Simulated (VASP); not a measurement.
# PtS2 in VASP: a series of runs

Runs on PtS2. Level: PBE+D3(BJ). Tasks: single point.

Program: VASP 6.6.1. These are calculated values, not measurements. Logs are shortened: lines on timing, memory, paths and dates and some standing lists are left out, and cuts for length are marked.

### Step 1. The cell of the first run

The cell holds a slab with vacuum, 6 atoms: a = 3.541 Å, b = 3.541 Å, c = 22.467 Å, α = 90.00°, β = 90.00°, γ = 120.00°.

### Step 2. Single point, PBE+D3(BJ)

Input file INCAR:

```
  PREC = Accurate
  ENCUT = 520
  EDIFF = 1E-7
  ISMEAR = 0
  SIGMA = 0.05
  LREAL = F
  LASPH = T
  NELM = 60
  ALGO = Normal
  ISIF = 2
  LWAVE = F
  LCHARG = F
  LDIPOL = T
  IDIPOL = 3
  DIPOL = 0.5 0.5 0.387
  GGA = PE
  IVDW = 12
  NBANDS = 31
```

Input file KPOINTS:

```
regular mesh
0
Gamma
  9 9 1
```

Input file POSCAR:

```
PtS2
1.0
    3.5414392908      0.0000000000      0.0000000000
   -1.7707196454      3.0669763918      0.0000000000
    0.0000000000      0.0000000000     22.4671527902
S Pt
4 2
Direct
    0.6666666667      0.3333333333      0.2002924021
    0.3333333333      0.6666666667      0.3107024649
    0.3333333333      0.8333333333      0.4631884878
    0.6666666667      0.5000000000      0.5735916093
    0.0000000000      0.0000000000      0.2556076565
    1.0000000000      1.1666666667      0.5182850257
```

Potentials or basis: VASP PAW PBE potentials, release 64 (S, Pt).

The run is started by

```sh
> cat potpaw_PBE.64/S/POTCAR potpaw_PBE.64/Pt/POTCAR > POTCAR
> mpirun -np 1 vasp_std > vasp.out
```

OUTCAR:

```text
PREC = Accurate
   ENCUT = 520
   EDIFF = 1E-7
   ISMEAR = 0
   LREAL = F
   LASPH = T
   NELM = 60
   ISIF = 2
   GGA = PE
   IVDW = 12
 IVDW          = 12

 ion  position               nearest neighbor table
   1  0.667  0.333  0.200-   5 2.39   5 2.39   5 2.39
   2  0.333  0.667  0.311-   5 2.39   5 2.39   5 2.39
   3  0.333  0.833  0.463-   6 2.39   6 2.39   6 2.39
   4  0.667  0.500  0.574-   6 2.39   6 2.39   6 2.39
   5  0.000  0.000  0.256-   2 2.39   2 2.39   2 2.39   1 2.39   1 2.39   1 2.39
   6  0.000  0.167  0.518-   3 2.39   3 2.39   3 2.39   4 2.39   4 2.39   4 2.39

  LATTYP: Found a hexagonal cell.
 ALAT       =     3.5414392908
 C/A-ratio  =     6.3440739613

  Lattice vectors:

 A1 = (   3.5414392908,   0.0000000000,   0.0000000000)
 A2 = (  -1.7707196454,   3.0669763918,   0.0000000000)
 A3 = (   0.0000000000,   0.0000000000,  22.4671527902)

Analysis of symmetry for initial positions (statically):
=====================================================================
 Subroutine PRICEL returns:
 Original cell was already a primitive cell.

 Routine SETGRP: Setting up the symmetry group for a
 hexagonal supercell.

 Subroutine GETGRP returns: Found  2 space group operations
 (whereof  1 operations were pure point group operations)
 out of a pool of 24 trial point group operations.

The static configuration has the point symmetry C_1 .
 The point group associated with its full space group is C_2 .

Analysis of symmetry for dynamics (positions and initial velocities):
=====================================================================
 Subroutine PRICEL returns:
 Original cell was already a primitive cell.

 Routine SETGRP: Setting up the symmetry group for a
 hexagonal supercell.

 Subroutine GETGRP returns: Found  2 space group operations
 (whereof  1 operations were pure point group operations)
 out of a pool of 24 trial point group operations.

The dynamic configuration has the point symmetry C_1 .
 The point group associated with its full space group is C_2 .

 Subroutine INISYM returns: Found  2 space group operations
 (whereof  1 operations are pure point group operations),
 and found     1 'primitive' translations

----------------------------------------------------------------------------------------

                                     Primitive cell

  volume of cell :     244.0272

  direct lattice vectors                    reciprocal lattice vectors
     3.541439291  0.000000000  0.000000000     0.282371069  0.163027013  0.000000000
    -1.770719645  3.066976392  0.000000000     0.000000000  0.326054026  0.000000000
     0.000000000  0.000000000 22.467152790     0.000000000  0.000000000  0.044509423

  length of vectors
     3.541439291  3.541439291 22.467152790     0.326054026  0.326054026  0.044509423

  position of ions in fractional coordinates (direct lattice)
     0.666666667  0.333333333  0.200292402
     0.333333333  0.666666667  0.310702465
     0.333333333  0.833333333  0.463188488
     0.666666667  0.500000000  0.573591609
     0.000000000  0.000000000  0.255607656
     0.000000000  0.166666667  0.518285026

  ion indices of the primitive-cell ions
   primitive index   ion index
                 1           1
                 2           2
                 3           3
                 4           4
                 5           5
                 6           6

----------------------------------------------------------------------------------------

 KPOINTS: regular mesh

Automatic generation of k-mesh.
 Grid dimensions read from file:
 generate k-points for:    9    9    1

 Generating k-lattice:

  Cartesian coordinates                     Fractional coordinates (reciprocal lattice)
     0.031374563  0.018114113  0.000000000     0.111111111 -0.000000000  0.000000000
     0.000000000  0.036228225  0.000000000     0.000000000  0.111111111  0.000000000
     0.000000000  0.000000000  0.044509423     0.000000000  0.000000000  1.000000000

  Length of vectors
     0.036228225  0.036228225  0.044509423

  Shift w.r.t. Gamma in fractional coordinates (k-lattice)
     0.000000000  0.000000000  0.000000000

 Subroutine IBZKPT returns following result:
 ===========================================

 Found     25 irreducible k-points:

 Following reciprocal coordinates:
            Coordinates               Weight
  0.000000  0.000000  0.000000      1.000000
  0.111111 -0.000000  0.000000      2.000000
  0.000000  0.111111  0.000000      4.000000
  0.222222 -0.000000  0.000000      2.000000
  0.000000  0.222222  0.000000      4.000000
  0.333333  0.000000  0.000000      2.000000
[... 16 lines left out ...]
 -0.222222 -0.444444  0.000000      4.000000
  0.444444  0.333333  0.000000      4.000000
   k-points           NKPTS =     25   k-points in BZ     NKDIM =     25   number of bands    NBANDS=     31
   number of dos      NEDOS =    301   number of ions     NIONS =      6
   total plane-waves  NPLWV = 131712
   dimension x,y,z NGX =    28 NGY =   28 NGZ =  168
   dimension x,y,z NGXF=    56 NGYF=   56 NGZF=  336
   ions per type =               4   2
   NGX,Y,Z   is equivalent  to a cutoff of  13.14, 13.14, 12.43 a.u.
   NGXF,Y,Z  is equivalent  to a cutoff of  26.29, 26.29, 24.86 a.u.
 SYSTEM =  unknown system
   PREC   = accura    normal or accurate (medium, high low for compatibility)
   ISTART =      0    job   : 0-new  1-cont  2-samecut
   ICHARG =      2    charge: 1-file 2-atom 10-const
   ISPIN  =      1    spin polarized calculation?
   LNONCOLLINEAR =      F non collinear calculations
   LSORBIT =      F    spin-orbit coupling
   LASPH  =      T    aspherical Exc in radial PAW
   ENCUT  =  520.0 eV  38.22 Ry    6.18 a.u.   6.58  6.58 41.77*2*pi/ulx,y,z
   NELM   =     60;   NELMIN=  2; NELMDL= -5     # of ELM steps
   EDIFF  = 0.1E-06   stopping-criterion for ELM
   LREAL  =      F    real-space projection
   EDIFFG = 0.1E-05   stopping-criterion for IOM
   NSW    =      0    number of steps for IOM
   IBRION =     -1    ionic relax: 0-MD 1-quasi-New 2-CG
   NFREE  =      0    steps in history (QN), initial steepest desc. (CG)
   ISIF   =      2    stress and relaxation
   ISYM   =      2    0-nonsym 1-usesym 2-fastsym
   POTIM  = 0.5000    time-step for ionic-motion
   TEBEG  =    0.0;   TEEND  =   0.0 temperature during run
   PSTRESS=    0.0 pullay stress
   NELECT =      44.0000    total number of electrons
   NUPDOWN=      -1.0000    fix difference up-down
   EMIN   =  10.00;   EMAX   =-10.00  energy-range for DOS
   EFERMI =   0.00;   METHOD = LEGACY
   ISMEAR =     0;   SIGMA  =   0.05  broadening in eV -4-tet -1-fermi 0-gaus
   EFERMI_NEDOS =   21; number of points for ismear=-14 and -15
   IALGO  =     38    algorithm
   IMIX   =      4    mixing-type and parameters
     AMIX     =   0.40;   BMIX     =  1.00
     AMIX_MAG =   1.60;   BMIX_MAG =  1.00
  volume/ion in A,a.u.               =      40.67       274.46
  Fermi-wavevector in a.u.,A,eV,Ry     =   0.924868  1.747747 11.638156  0.855380
  Thomas-Fermi vector in A             =   2.050660
   LORBIT       =      0    0 simple, 1 ext, 2 COOP (PROOUT), +10 PAW based schemes
   GGA     = PE    functional components
   LHFCALC =     F    Hartree Fock is set to
   AEXX    =    0.0000 exact exchange contribution
   IVDW    =    12    specifies the selected vdW correction
   LEPSILON=     F    determine dielectric tensor
   LRPA    =     F    only Hartree local field effects (RPA)
 non-spin polarized calculation
 Gauss-broadening in eV      SIGMA  =   0.05
  energy-cutoff  :      520.00
  volume of cell :      244.03
 maximum number of plane-waves:      6671
   NGX = 13   NGY = 13   NGZ = 83

 dipolmoment           0.000000      0.000000     -0.000000 electrons x Angstroem

 number of electron      44.0000000 magnetization

 dipolmoment           0.000000      0.000000      0.001578 electrons x Angstroem

 Free energy of the ion-electron system (eV)
  ---------------------------------------------------
  ext. energy  EPLUGINS =         0.00000000
  ---------------------------------------------------
  free energy    TOTEN  =       -30.86192738 eV

  energy without entropy =      -30.86192738  energy(sigma->0) =      -30.86192738

 E-fermi :  -0.2658     XC(G=0):  -5.4284

 val. band max:       -0.5097638030   @ k =   0.1111   0.1111   0.0000
 cond. band min:       0.8405126207   @ k =   0.2222  -0.0000   0.0000
 fundamental gap:      1.3502764237
 Fermi energy:        -0.2657558136

 k-point     1 :       0.0000    0.0000    0.0000
  band No.  band energies     occupation
      1     -14.9178      2.00000
      2     -14.8681      2.00000
      3     -12.7441      2.00000
      4     -12.6286      2.00000
      5      -6.3963      2.00000
      6      -6.3947      2.00000
[... 23 lines left out ...]
     30       5.4448      0.00000
     31       5.5732      0.00000

 k-point     2 :       0.1111   -0.0000    0.0000
  band No.  band energies     occupation
      1     -14.7638      2.00000
      2     -14.7133      2.00000
      3     -12.7723      2.00000
      4     -12.6646      2.00000
      5      -6.4095      2.00000
      6      -6.3674      2.00000
[... 23 lines left out ...]
     30       5.9499      0.00000
     31       6.0689      0.00000

 k-point     3 :       0.0000    0.1111    0.0000
  band No.  band energies     occupation
      1     -14.7637      2.00000
      2     -14.7133      2.00000
      3     -12.7721      2.00000
      4     -12.6648      2.00000
      5      -6.4093      2.00000
      6      -6.3678      2.00000
[... 23 lines left out ...]
     30       5.9442      0.00000
     31       6.0802      0.00000

 k-point     4 :       0.2222   -0.0000    0.0000
  band No.  band energies     occupation
      1     -14.3373      2.00000
      2     -14.2844      2.00000
      3     -12.8451      2.00000
      4     -12.7555      2.00000
      5      -6.3681      2.00000
      6      -6.2685      2.00000
[... 23 lines left out ...]
     30       5.9937      0.00000
     31       6.7721      0.00000

 k-point     5 :       0.0000    0.2222    0.0000
  band No.  band energies     occupation
      1     -14.3369      2.00000
      2     -14.2847      2.00000
      3     -12.8444      2.00000
      4     -12.7563      2.00000
      5      -6.3684      2.00000
      6      -6.2686      2.00000
[... 23 lines left out ...]
     30       6.0017      0.00000
     31       6.7761      0.00000
[... 542 lines left out ...]
     30       6.9792      0.00000
     31       7.4912      0.00000

 k-point    22 :       0.3333    0.2222    0.0000
  band No.  band energies     occupation
      1     -13.1401      2.00000
      2     -13.0730      2.00000
      3     -12.9665      2.00000
      4     -12.9193      2.00000
      5      -6.6663      2.00000
      6      -6.6197      2.00000
[... 23 lines left out ...]
     30       7.6669      0.00000
     31       7.7737      0.00000

 k-point    23 :      -0.2222   -0.4444    0.0000
  band No.  band energies     occupation
      1     -13.1383      2.00000
      2     -13.0740      2.00000
      3     -12.9660      2.00000
      4     -12.9207      2.00000
      5      -6.6648      2.00000
      6      -6.6217      2.00000
[... 23 lines left out ...]
     30       7.6329      0.00000
     31       7.7897      0.00000

 k-point    24 :       0.4444    0.3333    0.0000
  band No.  band energies     occupation
      1     -13.1390      2.00000
      2     -13.0737      2.00000
      3     -12.9661      2.00000
      4     -12.9202      2.00000
      5      -6.6648      2.00000
      6      -6.6214      2.00000
[... 23 lines left out ...]
     30       7.6300      0.00000
     31       7.8170      0.00000

 [... further k-points ...]

------------------------ aborting loop because EDIFF is reached ----------------------------------------

 vacuum level on the upper side and lower side of the slab       (xc-potential included)        -0.082        -0.115

 Edisp (eV)   -1.89323

 E8    (eV) :    -0.7843

  FORCE on cell =-STRESS in cart. coord.  units (eV):
  Direction    XX          YY          ZZ          XY          YZ          ZX
  --------------------------------------------------------------------------------------
  -------------------------------------------------------------------------------------
  Total      -0.37620    -0.35680    -0.27421    -0.01679     0.15976    -0.09223
  in kB      -2.46994    -2.34263    -1.80036    -0.11026     1.04890    -0.60557
  external pressure =       -2.20 kB  Pullay stress =        0.00 kB

 VOLUME and BASIS-vectors are now :
 -----------------------------------------------------------------------------
  energy-cutoff  :      520.00
  volume of cell :      244.03
      direct lattice vectors                 reciprocal lattice vectors
     3.541439291  0.000000000  0.000000000     0.282371069  0.163027013  0.000000000
    -1.770719645  3.066976392  0.000000000     0.000000000  0.326054026  0.000000000
     0.000000000  0.000000000 22.467152790     0.000000000  0.000000000  0.044509423

 POSITION                                       TOTAL-FORCE (eV/Angst)
 -----------------------------------------------------------------------------------
      1.77072      1.02233      4.50000         0.005845     -0.014099      0.039880
     -0.00000      2.04465      6.98060         0.023243     -0.043921     -0.040230
     -0.29512      2.55581     10.40653        -0.026415      0.042089      0.040230
      1.47560      1.53349     12.88697        -0.009288      0.012111     -0.039880
      0.00000      0.00000      5.74278        -0.005929      0.017909      0.000749
     -0.29512      0.51116     11.64439         0.012545     -0.014089     -0.000749
 -----------------------------------------------------------------------------------
    total drift:                               -0.000005     -0.000089      0.230675

  FREE ENERGIE OF THE ION-ELECTRON SYSTEM (eV)
  ---------------------------------------------------
  free  energy   TOTEN  =       -32.7551585676 eV

  energy  without entropy=      -32.7551585676  energy(sigma->0) =      -32.75515857

 vacuum level on the upper side and lower side of the slab         5.420         5.387
```

Wall time 6.6 min (1 thread of Intel Xeon 6975P-C (Granite Rapids), shared host); peak memory 0.45 GiB.

What came out:

```yaml
Free_energy: -32.7552 eV
Largest_force: 0.064 eV/Å
Band_gap_on_the_k_mesh: 1.35 eV, indirect (least direct gap 1.46 eV)
Dispersion_energy_per_atom: -0.316 eV
```

Forces in eV/Å, atoms in the order of the input:
```
S    0.006 -0.014  0.040
S    0.023 -0.044 -0.040
S   -0.026  0.042  0.040
S   -0.009  0.012 -0.040
Pt  -0.006  0.018  0.001
Pt   0.013 -0.014 -0.001
```

Caveat: spin-orbit coupling is left out, which moves the levels of the heavy elements.

### Step 3. Single point, PBE+D3(BJ)

INCAR, as its differences from that of step 2:

```diff
@@ -2,3 +2,3 @@
   ENCUT = 520
-  EDIFF = 1E-7
+  EDIFF = 1E-6
   ISMEAR = 0
@@ -14,3 +14,3 @@
   IDIPOL = 3
-  DIPOL = 0.5 0.5 0.387
+  DIPOL = 0.5 0.5 0.379
   GGA = PE
```

KPOINTS is that of step 2.

Input file POSCAR:

```
PtS2
1.0
    3.5414392908      0.0000000000      0.0000000000
   -1.7707196454      3.0669763918      0.0000000000
    0.0000000000      0.0000000000     22.4671527902
S Pt
4 2
Direct
    0.6666666667      0.3333333333      0.2002924021
    0.3333333333      0.6666666667      0.3106223184
    0.3333333333      1.0000000000      0.4481715058
    0.6666666667      0.6666666667      0.5585010693
    0.0000000000      0.0000000000      0.2556508457
    1.0000000000      1.3333333333      0.5031434021
```

Potentials or basis: VASP PAW PBE potentials, release 64 (S, Pt).

The run is started by

```sh
> cat potpaw_PBE.64/S/POTCAR potpaw_PBE.64/Pt/POTCAR > POTCAR
> mpirun -np 1 vasp_std > vasp.out
```

Run time: 2.8 min. Hardware: 1 thread of Intel Xeon 6975P-C (Granite Rapids), shared host; peak memory 0.44 GiB.

It converged, with:

* Free energy: -32.8010 eV
* Largest force: 0.125 eV/Å
* Band gap on the k mesh: 1.19 eV, indirect (least direct gap 1.32 eV)
* Dispersion energy per atom: -0.326 eV

Forces in eV/Å, atoms in the order of the input:
```
S    0.007 -0.036  0.039
S    0.050 -0.107 -0.039
S   -0.068  0.097  0.039
S   -0.028  0.024 -0.039
Pt  -0.001  0.048 -0.001
Pt   0.041 -0.025  0.001
```

Levels at points of the mesh, in eV from the valence-band top:
```csv
k point,band 19,band 20,band 21,band 22,band 23,band 24,band 25,band 26
"(0.00, 0.00, 0.00)",-0.73,-0.70,-0.68,-0.42,2.73,2.74,2.83,2.83
```

Caveat: spin-orbit coupling is left out, which moves the levels of the heavy elements.
